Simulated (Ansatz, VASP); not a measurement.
## MgO in VASP and in Ansatz

POSCAR

```
MgO
1.0
    0.0000000000      2.1026809209      2.1026809209
    2.1026809209      0.0000000000      2.1026809209
    2.1026809209      2.1026809209      0.0000000000
Mg O
1 1
Direct
    0.0000000000      0.0000000000      0.0000000000
    0.5000000000      0.5000000000      0.5000000000
```

File INCAR.step1:

```
  ALGO = Normal
  EDIFF = 1E-4
  ENCUT = 600
  GGA = PE
  ISMEAR = 0
  LASPH = True
  LCHARG = False
  LREAL = False
  LWAVE = True
  NELM = 60
  PREC = Accurate
  SIGMA = 0.02
```

File INCAR.step2:

```
  ALGO = Normal
  EDIFF = 1E-6
  EDIFFG = -0.01
  ENCUT = 600
  IBRION = 2
  ISIF = 3
  ISMEAR = 0
  ISTART = 1
  LASPH = True
  LCHARG = False
  LMIXTAU = True
  LREAL = False
  LWAVE = False
  METAGGA = R2SCAN
  NELM = 60
  NSW = 100
  PREC = Accurate
  SIGMA = 0.02
```

File KPOINTS:

```
k-points
0
Gamma
  10 10 10
```

Input for Ansatz:

```yaml
crystal:
  lattice:
    - [0.0, 2.1026809209, 2.1026809209]
    - [2.1026809209, 0.0, 2.1026809209]
    - [2.1026809209, 2.1026809209, 0.0]
  atoms:
    - { symbol: Mg, position: [0.0, 0.0, 0.0] }
    - { symbol: O, position: [0.5, 0.5, 0.5] }
basis:
  ecutwfc: 500
kpoints:
  mp_grid: { grid: [10, 10, 10] }
hamiltonian:
  xc: r2scan
scf:
  occupations: { method: gaussian, width: 0.02 }
output:
  forces: true
  stress: true
  eigenvalues: true
  write_density: true
  write_potential: true
  elf: true
  volumetric_format: npy
relax:
  adjacent_minimum: "off"
  f_tol: 0.01
  max_steps: 80
  cell: { stress_tol: 0.05 }
```

Alike in both runs: task relaxation of cell and atoms; functional r2SCAN; k mesh 10 × 10 × 10; occupations gaussian, width 0.02 eV; no spin polarisation.

```csv
,VASP,Ansatz
version,VASP 6.6.1,Ansatz 0.2.0
potentials or method,"VASP PAW PBE potentials, release 64 (Mg, O), cutoff 600 eV","scalar-relativistic, plane waves, PAW"
valence electrons in the cell,8,16
```

|  | VASP | Ansatz | Ansatz less VASP |
| --- | --- | --- | --- |
| gap on the k mesh at the Fermi level, each at its own relaxed structure (eV) | 5.75 | 5.68 | -0.063 |
| relaxed volume (Å³/atom) | 9.21 | 9.29 | +0.076 |
| relaxed cell length with the largest relative difference (Å) | 2.965 | 2.973 | +0.0082 |

VASP's potentials were made for PBE, not for r2SCAN. VASP's potentials hold 8 valence electrons a cell and Ansatz's 16, so a difference there can come from the potentials and not from the codes.
